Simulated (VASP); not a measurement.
# Si (P6_3/mmc) in VASP: a series of runs, part 2 of 2

VASP 6.6.1. The steps go on from the part before.

### Step 3. Relaxation of shape and atoms at fixed volume, PBE (19.83 Å³/atom)

This run uses another cell than the first one, of 19.83 Å³/atom.

The input, INCAR:

```
SYSTEM = Si
PREC     = Accurate       ! precision mode
ENCUT    = 600            ! plane-wave cutoff, eV
EDIFF    = 1E-6           ! SCF threshold, eV
ISMEAR   = 0              ! smearing method
SIGMA    = 0.02           ! smearing width, eV
LREAL    = .False.        ! projectors in reciprocal space
LASPH    = .True.         ! aspherical terms in the spheres
NELM     = 100            ! most SCF steps
ALGO     = Normal         ! electronic algorithm
ISIF     = 4              ! what is computed and relaxed
LWAVE    = .False.        ! write WAVECAR
LCHARG   = .False.        ! write CHGCAR
GGA      = PE             ! functional
IBRION   = 2              ! ionic algorithm
NSW      = 50             ! ionic steps
EDIFFG   = -0.01          ! ionic threshold
```

The input, KPOINTS:

```
regular mesh
0
Gamma
  12 12 6
  0 0 0
```

The input, POSCAR:

```
Si
1.0
    3.8123761417      0.0000000000      0.0000000000
   -1.9061880709      3.3016145875      0.0000000000
    0.0000000000      0.0000000000      6.3007251710
Si
4
Direct
    0.3333333333      0.6666666667      0.0629309404
    0.6666666667      0.3333333333      0.5629309404
    0.3333333333      0.6666666667      0.4370690596
    0.6666666667      0.3333333333      0.9370690596
```

Potentials or basis: VASP PAW PBE potentials, release 64 (Si).

The run is started by

```bash
cat potpaw_PBE.64/Si/POTCAR > POTCAR
mpirun -np 1 vasp_std > vasp.out
```

It took 36 s on 1 thread of Intel Xeon 6975P-C (Granite Rapids), shared host; peak memory 0.23 GiB.

It converged, with:

| Quantity | Value |
| --- | --- |
| Free energy | -21.6349 eV |
| Energy gained by relaxing | 0.0 meV/atom |
| Ionic steps | 2 |
| Pressure after relaxing | 2.8 GPa |
| Band gap on the k mesh | 0.39 eV (least direct gap 1.07 eV) |

Stress tensor (GPa, compression positive):
```
2.79 0.00 0.00
0.00 2.79 0.00
0.00 0.00 2.88
```

Final structure:
```yaml
crystal:
  lattice:
    - [3.81211, 0.00000, 0.00000]
    - [-1.90605, 3.30138, 0.00000]
    - [0.00000, 0.00000, 6.30162]
  atoms:
    - { symbol: Si, position: [0.33333, 0.66667, 0.06303] }
    - { symbol: Si, position: [0.66667, 0.33333, 0.56303] }
    - { symbol: Si, position: [0.33333, 0.66667, 0.43697] }
    - { symbol: Si, position: [0.66667, 0.33333, 0.93697] }
```

Levels at points of the mesh, in eV from the valence-band top:
```tsv
k point	band 4	band 5	band 6	band 7	band 8	band 9	band 10	band 11	band 12
(0.00, 0.00, 0.00)	-1.54	-1.54	-0.36	0.00	0.00	1.07	1.99	1.99	2.36
(0.50, 0.00, 0.00)	-6.01	-4.73	-3.10	-3.04	-1.46	0.39	2.37	2.97	3.10
(0.00, 0.00, 0.50)	-4.27	-0.94	-0.94	-0.94	-0.94	1.85	1.85	2.98	2.98
(0.50, 0.00, 0.50)	-7.32	-2.49	-2.49	-2.45	-2.45	0.92	0.92	1.64	1.64
```

Caveat: semilocal functionals underestimate gaps, and a narrow one can read as zero. A k mesh can miss the band edges.

### Step 4. Relaxation of shape and atoms at fixed volume, PBE (21.05 Å³/atom)

This run uses another cell than the first one, of 21.05 Å³/atom.

The input, INCAR:

```
SYSTEM = Si
PREC = Accurate
ENCUT = 600
EDIFF = 1E-7
ISMEAR = 0
SIGMA = 0.02
LREAL = .False.
LASPH = .True.
NELM = 60
ALGO = Normal
ISIF = 4
LWAVE = .False.
LCHARG = .False.
GGA = PE
IBRION = 2
NSW = 50
EDIFFG = -0.01
```

The input, KPOINTS:

```
Automatic mesh
0
Gamma
  12 12 6
  0 0 0
```

The input, POSCAR:

```
Si
1.0
    3.8894145975      0.0000000000      0.0000000000
   -1.9447072988      3.3683318473      0.0000000000
    0.0000000000      0.0000000000      6.4280468516
Si
4
Direct
    0.3333333333      0.6666666667      0.0629309404
    0.6666666667      0.3333333333      0.5629309404
    0.3333333333      0.6666666667      0.4370690596
    0.6666666667      0.3333333333      0.9370690596
```

Potentials or basis: VASP PAW PBE potentials, release 64 (Si).

The run is started by

```bash
cat potpaw_PBE.64/Si/POTCAR > POTCAR
mpirun -np 1 vasp_std > vasp.out
```

OUTCAR:

```text
SYSTEM = Si
   PREC = Accurate
   ENCUT = 600
   EDIFF = 1E-7
   ISMEAR = 0
   LREAL = .False.
   LASPH = .True.
   NELM = 60
   ISIF = 4
   GGA = PE
   IBRION = 2
   NSW = 50
   EDIFFG = -0.01

 ion  position               nearest neighbor table
   1  0.333  0.667  0.063-   4 2.39   4 2.39   4 2.39   3 2.40
   2  0.667  0.333  0.563-   3 2.39   3 2.39   3 2.39   4 2.40
   3  0.333  0.667  0.437-   2 2.39   2 2.39   2 2.39   1 2.40
[... 614 lines left out ...]
  Direction    XX          YY          ZZ          XY          YZ          ZX
  --------------------------------------------------------------------------------------
  -------------------------------------------------------------------------------------
  Total       -1.3127871     -1.3127871     -1.3406293      0.0000000     -0.0000000      0.0000000
  in kB      -24.9762222    -24.9762222    -25.5059293      0.0000000     -0.0000000      0.0000000
  external PRESSURE =     -25.1527912 kB  Pullay stress =       0.0000000 kB

 VOLUME and BASIS-vectors are now :
 -----------------------------------------------------------------------------
  energy-cutoff  :      600.00
  volume of cell :       84.21
      direct lattice vectors                 reciprocal lattice vectors
     3.889627272  0.000000000  0.000000000     0.257094043  0.148433315  0.000000000
    -1.944813636  3.368516029  0.000000000    -0.000000000  0.296866630  0.000000000
    -0.000000000 -0.000000000  6.427343933    -0.000000000 -0.000000000  0.155585264

 POSITION                                       TOTAL-FORCE (eV/Angst)
 -----------------------------------------------------------------------------------
     -0.00000      2.24568      0.40393        -0.000000     -0.000000      0.000357
      1.94481      1.12284      3.61761        -0.000000     -0.000000      0.000357
     -0.00000      2.24568      2.80974         0.000000      0.000000     -0.000357
      1.94481      1.12284      6.02341         0.000000      0.000000     -0.000357
 -----------------------------------------------------------------------------------
    total drift:                               -0.000000      0.000000     -0.000000

  FREE ENERGIE OF THE ION-ELECTRON SYSTEM (eV)
  ---------------------------------------------------
  free  energy   TOTEN  =       -21.6353073014 eV

  energy  without entropy=      -21.6353073014  energy(sigma->0) =      -21.63530730

 reached required accuracy - stopping structural energy minimisation
```

Wall time 42 s (1 thread of Intel Xeon 6975P-C (Granite Rapids), shared host); peak memory 0.26 GiB.

What came out:

| Property | Result |
| --- | --- |
| Free energy | -21.6353 eV |
| Energy gained by relaxing | 0.0 meV/atom |
| Ionic steps | 2 |
| Pressure after relaxing | -2.5 GPa |
| Band gap on the k mesh | 0.51 eV (least direct gap 0.92 eV) |

Final structure:
```yaml
crystal:
  lattice:
    - [3.88963, 0.00000, 0.00000]
    - [-1.94481, 3.36852, 0.00000]
    - [0.00000, 0.00000, 6.42734]
  atoms:
    - { symbol: Si, position: [0.33333, 0.66667, 0.06285] }
    - { symbol: Si, position: [0.66667, 0.33333, 0.56285] }
    - { symbol: Si, position: [0.33333, 0.66667, 0.43715] }
    - { symbol: Si, position: [0.66667, 0.33333, 0.93715] }
```

Caveat: semilocal functionals underestimate gaps, and a narrow one can read as zero.

### Step 5. Overview

```csv
cell,gap on the mesh (eV),pressure (GPa)
"relaxed from a = 3.771, b = 3.771, c = 6.240 Å, angles 90.0, 90.0, 120.0°, 4 atoms, atomic positions A",0.31,6.2
"relaxed from a = 3.812, b = 3.812, c = 6.301 Å, angles 90.0, 90.0, 120.0°, 4 atoms, atomic positions B",0.39,2.8
"relaxed from a = 3.889, b = 3.889, c = 6.428 Å, angles 90.0, 90.0, 120.0°, 4 atoms, atomic positions B",0.51,-2.5
```

Alike in all rows: task relaxation of shape and atoms at fixed volume; level PBE; potentials or basis VASP PAW PBE potentials, release 64 (Si); no spin polarisation; k mesh 12 × 12 × 6; cutoff (eV) 600; smearing gaussian 0.02 eV.

Caveats: semilocal functionals underestimate gaps, and a narrow one can read as zero.

Total energies depend on the potentials used, so only differences within one code and one set of settings carry meaning.
